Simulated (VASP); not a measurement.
# BaHfO3 (Pm-3m) in VASP: vibrations by perturbation theory with LDA

Aim: the vibrations by perturbation theory of BaHfO3 with LDA.

All numbers are computed with VASP 6.6.1; they aren't measurements. Logs are shortened: lines on timing, memory, paths and dates and some standing lists are left out, and cuts for length are marked.

## Step 1: The cell of the first run

Symmetry: Pm-3m, No. 221, cubic system. The conventional cell has a = 4.177 Å, b = 4.177 Å, c = 4.177 Å, α = 90.00°, β = 90.00°, γ = 90.00°. Within 3.9 Å of Ba (site symmetry m-3m) lie 12 O at 2.95 Å and 8 Hf at 3.62 Å. Within 2.8 Å of Hf (site symmetry m-3m) lie 6 O at 2.09 Å. Within 2.8 Å of O (site symmetry 4/mmm) lie 2 Hf at 2.09 Å.

## Step 2: Vibrations by perturbation theory, LDA

Input file INCAR:

```
SYSTEM = BaHfO3
ALGO = Normal
EDIFF = 1E-8
ENCUT = 520
IBRION = 8
ISIF = 2
ISMEAR = 0
LASPH = .TRUE.
LCHARG = .TRUE.
LEPSILON = .TRUE.
LREAL = .FALSE.
LWAVE = .FALSE.
NELM = 100
NSW = 1
PREC = Accurate
SIGMA = 0.01
```

Input file KPOINTS:

```
k-points
0
G
  6 6 6
  0 0 0
```

Input file POSCAR:

```
BaHfO3
1.0
    4.1773413763      0.0000000000      0.0000000000
    0.0000000000      4.1773413763      0.0000000000
    0.0000000000      0.0000000000      4.1773413763
Ba Hf O
1 1 3
Direct
    0.5000000000      0.5000000000      0.5000000000
    0.0000000000      0.0000000000      0.0000000000
    0.0000000000      0.5000000000      0.0000000000
    0.5000000000      0.0000000000      0.0000000000
    0.0000000000      0.0000000000      0.5000000000
```

Potentials or basis: VASP PAW LDA potentials, release 64 (Ba_sv, Hf_pv, O).

Launch:

```bash
cat potpaw_LDA.64/Ba_sv/POTCAR potpaw_LDA.64/Hf_pv/POTCAR potpaw_LDA.64/O/POTCAR > POTCAR
mpirun -np 1 vasp_std > vasp.out
```

OUTCAR:

```text
SYSTEM = BaHfO3
   EDIFF = 1E-8
   ENCUT = 520
   IBRION = 8
   ISIF = 2
   ISMEAR = 0
   LASPH = .TRUE.
   LEPSILON = .TRUE.
   LREAL = .FALSE.
   NELM = 100
   NSW = 1
   PREC = Accurate

 ion  position               nearest neighbor table
   1  0.500  0.500  0.500-   3 2.95   4 2.95   5 2.95   3 2.95   4 2.95   4 2.95   5 2.95   4 2.95
                             3 2.95   5 2.95   3 2.95   5 2.95   2 3.62   2 3.62   2 3.62   2 3.62
   2  0.000  0.000  0.000-   3 2.09   4 2.09   5 2.09   5 2.09   3 2.09   4 2.09   1 3.62   1 3.62
                             1 3.62   1 3.62   1 3.62   1 3.62   1 3.62   1 3.62
   3  0.000  0.500  0.000-   2 2.09   2 2.09   1 2.95   1 2.95   1 2.95   1 2.95
   4  0.500  0.000  0.000-   2 2.09   2 2.09   1 2.95   1 2.95   1 2.95   1 2.95
   5  0.000  0.000  0.500-   2 2.09   2 2.09   1 2.95   1 2.95   1 2.95   1 2.95

  LATTYP: Found a simple cubic cell.
 ALAT       =     4.1773413763

  Lattice vectors:

 A1 = (   4.1773413763,   0.0000000000,   0.0000000000)
 A2 = (   0.0000000000,   4.1773413763,   0.0000000000)
 A3 = (   0.0000000000,   0.0000000000,   4.1773413763)

Analysis of symmetry for initial positions (statically):
=====================================================================
 Subroutine PRICEL returns:
 Original cell was already a primitive cell.

 Routine SETGRP: Setting up the symmetry group for a
 simple cubic supercell.

 Subroutine GETGRP returns: Found 48 space group operations
 (whereof 48 operations were pure point group operations)
 out of a pool of 48 trial point group operations.

The static configuration has the point symmetry O_h .

Analysis of symmetry for dynamics (positions and initial velocities):
=====================================================================
 Subroutine PRICEL returns:
 Original cell was already a primitive cell.

 Routine SETGRP: Setting up the symmetry group for a
 simple cubic supercell.

 Subroutine GETGRP returns: Found 48 space group operations
 (whereof 48 operations were pure point group operations)
 out of a pool of 48 trial point group operations.

The dynamic configuration has the point symmetry O_h .

 Subroutine INISYM returns: Found 48 space group operations
 (whereof 48 operations are pure point group operations),
 and found     1 'primitive' translations

----------------------------------------------------------------------------------------

                                     Primitive cell

  volume of cell :      72.8954

  direct lattice vectors                    reciprocal lattice vectors
     4.177341376  0.000000000  0.000000000     0.239386708  0.000000000  0.000000000
     0.000000000  4.177341376  0.000000000     0.000000000  0.239386708  0.000000000
     0.000000000  0.000000000  4.177341376     0.000000000  0.000000000  0.239386708

  length of vectors
     4.177341376  4.177341376  4.177341376     0.239386708  0.239386708  0.239386708

  position of ions in fractional coordinates (direct lattice)
     0.500000000  0.500000000  0.500000000
     0.000000000  0.000000000  0.000000000
     0.000000000  0.500000000  0.000000000
     0.500000000  0.000000000  0.000000000
     0.000000000  0.000000000  0.500000000

  ion indices of the primitive-cell ions
   primitive index   ion index
                 1           1
                 2           2
                 3           3
                 4           4
                 5           5

----------------------------------------------------------------------------------------

 KPOINTS: k-points
[... 692 lines left out ...]
     0.00464  0.00000 -0.00000           ( -0.00001  0.00000  0.00000)
     0.00000  0.00464  0.00000           (  0.00000 -0.00001 -0.00000)
     0.00000 -0.00000 -0.00980           (  0.00000 -0.00000  0.00000)

 PIEZOELECTRIC TENSOR FIELD DIRECTION 3  (C/m^2)
 -----------------------------------------------------------------------------
     0.00102  0.00000 -0.00000
     0.00000  0.00102  0.00000
     0.00000 -0.00000 -0.00215

[... ionic steps 4 to 9 ...]

--------------------------------------- Ionic step       10  -------------------------------------------

------------------------ aborting loop because EDIFF is reached ----------------------------------------

--------------------------------------- Ionic step       11  -------------------------------------------

 Free energy of the ion-electron system (eV)
  ---------------------------------------------------
  ---------------------------------------------------
  free energy    TOTEN  =        -0.36964356 eV

  energy without entropy =       -0.36964356

------------------------ aborting loop because EDIFF is reached ----------------------------------------

 INTERNAL STRAIN TENSOR  FOR ION    3  DIRECTION 2   (eV/Angst):
 -----------------------------------------------------------------------------
    -0.00926  0.00000 -0.00000
     0.00000  0.03758  0.00000
    -0.00000  0.00000 -0.00926

 MACROSCOPIC STATIC DIELECTRIC TENSOR (including local field effects in DFT)
 ------------------------------------------------------
           4.735788     0.000000    -0.000000
          -0.000000     4.735788    -0.000000
           0.000000    -0.000000     4.735788
 ------------------------------------------------------

 PIEZOELECTRIC TENSOR (including local field effects)  for field in x, y, z        (e  Angst)
          XX          YY          ZZ          XY          YZ          ZX
  --------------------------------------------------------------------------------
  x     0.00000     0.00000     0.00000     0.00000     0.00000     0.00000
  y     0.00000     0.00000     0.00000     0.00000     0.00000     0.00000
  z     0.00000     0.00000     0.00000     0.00000     0.00000     0.00000

 PIEZOELECTRIC TENSOR (including local field effects)  for field in x, y, z        (C/m^2)
          XX          YY          ZZ          XY          YZ          ZX
  --------------------------------------------------------------------------------
  x     0.00000     0.00000     0.00000     0.00000     0.00000     0.00000
  y     0.00000     0.00000     0.00000     0.00000     0.00000     0.00000
  z     0.00000     0.00000     0.00000     0.00000     0.00000     0.00000

 BORN EFFECTIVE CHARGES (including local field effects) (in |e|, cummulative output)
 ---------------------------------------------------------------------------------
 ion    1
    1     2.73047    -0.00000     0.00000
    2     0.00000     2.73047     0.00000
    3     0.00000     0.00000     2.73047
 ion    2
    1     5.85142     0.00000    -0.00000
    2    -0.00000     5.85142     0.00000
    3     0.00000    -0.00000     5.85142
 ion    3
    1    -2.00604    -0.00000    -0.00000
    2    -0.00000    -4.56982     0.00000
    3     0.00000    -0.00000    -2.00604
 ion    4
    1    -4.56982     0.00000     0.00000
    2     0.00000    -2.00604     0.00000
    3    -0.00000     0.00000    -2.00604
 ion    5
    1    -2.00604    -0.00000     0.00000
    2     0.00000    -2.00604    -0.00000
    3    -0.00000     0.00000    -4.56982

 INTERNAL STRAIN TENSOR FOR ION    5 for displacements in x,y,z  (eV/Angst):
          X           Y           Z          XY          YZ          ZX
  --------------------------------------------------------------------------------
  x     0.00000     0.00000     0.00000     0.00000     0.00000     0.00000
  y     0.00000     0.00000     0.00000     0.00000     0.00000     0.00000
  z     0.00000     0.00000     0.00000     0.00000     0.00000     0.00000

 SECOND DERIVATIVES (NOT SYMMETRIZED)
 ------------------------------------
               1X          1Y          1Z          2X          2Y          2Z          3X          3Y          3Z          4X          4Y          4Z          5X          5Y          5Z
  1X    -3.626453    0.000000    0.000000    3.474976   -0.000000   -0.000000   -0.515133    0.000000   -0.000000    1.181743   -0.000000   -0.000000   -0.515133   -0.000000    0.000000
  1Y     0.000000   -3.626453    0.000000   -0.000000    3.474976   -0.000000   -0.000000    1.181743   -0.000000    0.000000   -0.515133    0.000000   -0.000000   -0.515133   -0.000000
  1Z     0.000000    0.000000   -3.626453   -0.000000   -0.000000    3.474976   -0.000000    0.000000   -0.515133    0.000000   -0.000000   -0.515133   -0.000000   -0.000000    1.181743
  2X     3.473545   -0.000000    0.000000   -8.910988   -0.000000    0.000000    0.863346    0.000000    0.000000    3.710750    0.000000   -0.000000    0.863346   -0.000000   -0.000000
  2Y    -0.000000    3.473545    0.000000   -0.000000   -8.910988   -0.000000    0.000000    3.710750    0.000000    0.000000    0.863346   -0.000000   -0.000000    0.863346    0.000000
  2Z     0.000000    0.000000    3.473545   -0.000000   -0.000000   -8.910988   -0.000000    0.000000    0.863346    0.000000    0.000000    0.863346    0.000000    0.000000    3.710750
  3X    -0.516449    0.000000    0.000000    0.860107    0.000000    0.000000   -3.229137    0.000000    0.000000    3.441985    0.000000    0.000000   -0.556505    0.000000    0.000000
  3Y     0.000000    1.180621   -0.000000    0.000000    3.714579    0.000000   -0.000000  -11.781032   -0.000000    0.000000    3.442916    0.000000   -0.000000    3.442916    0.000000
  3Z     0.000000    0.000000   -0.516449    0.000000    0.000000    0.860107    0.000000    0.000000   -3.229137    0.000000    0.000000   -0.556505    0.000000    0.000000    3.441985
  4X     1.180621    0.000000    0.000000    3.714579    0.000000    0.000000    3.442916    0.000000   -0.000000  -11.781032   -0.000000    0.000000    3.442916   -0.000000    0.000000
  4Y     0.000000   -0.516449    0.000000    0.000000    0.860107    0.000000    0.000000    3.441985    0.000000    0.000000   -3.229137    0.000000    0.000000   -0.556505    0.000000
  4Z     0.000000    0.000000   -0.516449    0.000000    0.000000    0.860107    0.000000    0.000000   -0.556505    0.000000    0.000000   -3.229137    0.000000    0.000000    3.441985
  5X    -0.516449    0.000000    0.000000    0.860107    0.000000    0.000000   -0.556505    0.000000    0.000000    3.441985    0.000000    0.000000   -3.229137    0.000000    0.000000
  5Y     0.000000   -0.516449    0.000000    0.000000    0.860107    0.000000    0.000000    3.441985    0.000000    0.000000   -0.556505    0.000000    0.000000   -3.229137    0.000000
  5Z    -0.000000   -0.000000    1.180621   -0.000000   -0.000000    3.714579    0.000000    0.000000    3.442916    0.000000    0.000000    3.442916   -0.000000   -0.000000  -11.781032

 Eigenvectors and eigenvalues of the dynamical matrix
 ----------------------------------------------------

   1 f  =   14.702557 THz    92.378890 2PiTHz  490.424509 cm-1    60.804862 meV
             X         Y         Z           dx          dy          dz
      2.088671  2.088671  2.088671     0.032066    0.005742   -0.000000
      0.000000  0.000000  0.000000     0.061803    0.011067    0.000000
      0.000000  2.088671  0.000000     0.294331   -0.159245   -0.000000
      2.088671  0.000000  0.000000    -0.889281    0.052706   -0.000000
      0.000000  0.000000  2.088671     0.294331    0.052706    0.000000
[... 105 lines left out ...]
  15 f/i=    0.002360 THz     0.014827 2PiTHz    0.078716 cm-1     0.009760 meV
             X         Y         Z           dx          dy          dz
      2.088671  2.088671  2.088671     0.008385    0.004136   -0.613873
      0.000000  0.000000  0.000000     0.009569    0.004720   -0.700504
      0.000000  2.088671  0.000000     0.002869    0.001414   -0.209995
      2.088671  0.000000  0.000000     0.002866    0.001415   -0.209995
      0.000000  0.000000  2.088671     0.002869    0.001415   -0.209826

--------------------------------------------------------------------------------------------------------

 MACROSCOPIC STATIC DIELECTRIC TENSOR IONIC CONTRIBUTION
 ------------------------------------------------------
          41.675291    -0.000000     0.000000
          -0.000000    41.675291    -0.000000
           0.000000    -0.000000    41.675291
 ------------------------------------------------------

 ELASTIC MODULI CONTR FROM IONIC RELAXATION (kBar)
 Direction    XX          YY          ZZ          XY          YZ          ZX
 --------------------------------------------------------------------------------
 XX           0.0000      0.0000      0.0000      0.0000      0.0000      0.0000
 YY           0.0000      0.0000      0.0000      0.0000      0.0000      0.0000
 ZZ           0.0000      0.0000      0.0000      0.0000      0.0000      0.0000
 XY           0.0000      0.0000      0.0000      0.0000      0.0000      0.0000
 YZ           0.0000      0.0000      0.0000      0.0000      0.0000      0.0000
 ZX           0.0000      0.0000      0.0000      0.0000      0.0000      0.0000
 --------------------------------------------------------------------------------

 PIEZOELECTRIC TENSOR IONIC CONTR  for field in x, y, z        (C/m^2)
          XX          YY          ZZ          XY          YZ          ZX
  --------------------------------------------------------------------------------
  x     0.00000     0.00000     0.00000     0.00000     0.00000     0.00000
  y     0.00000     0.00000     0.00000     0.00000     0.00000     0.00000
  z     0.00000     0.00000     0.00000     0.00000     0.00000     0.00000
```

Wall time 17 min (1 thread of Intel Xeon Platinum 8488C (Sapphire Rapids), shared host); peak memory 0.47 GiB.

What came out:

```
Electronic dielectric tensor (diagonal)                 : 4.74
Born charges (mean of the diagonal)                     : Ba +2.73; Hf +5.85; O -2.86 e
Highest phonon frequency at Γ, LO-TO splitting left out : 490 cm⁻¹
```

Phonon frequencies in cm⁻¹ (negative: imaginary):
```csv
q point,frequencies
"(0.000, 0.000, 0.000)",0 0 0 101 101 101 186 186 186 213 213 213 490 490 490
```

Electronic dielectric tensor:
```
4.74 0.00 0.00
0.00 4.74 0.00
0.00 0.00 4.74
```

Born effective charge tensors (e):
atom 1, Ba
```
2.73 0.00 0.00
0.00 2.73 0.00
0.00 0.00 2.73
```
atom 2, Hf
```
5.85 0.00 0.00
0.00 5.85 0.00
0.00 0.00 5.85
```
atom 3, O
```
-2.01  0.00  0.00
 0.00 -4.57  0.00
 0.00  0.00 -2.01
```
atom 4, O
```
-4.57  0.00  0.00
 0.00 -2.01  0.00
 0.00  0.00 -2.01
```
atom 5, O
```
-2.01  0.00  0.00
 0.00 -2.01  0.00
 0.00  0.00 -4.57
```

Caveat: the cell stands under pressure or tension, which shifts response properties; spin-orbit coupling is left out, which moves the levels of the heavy elements.
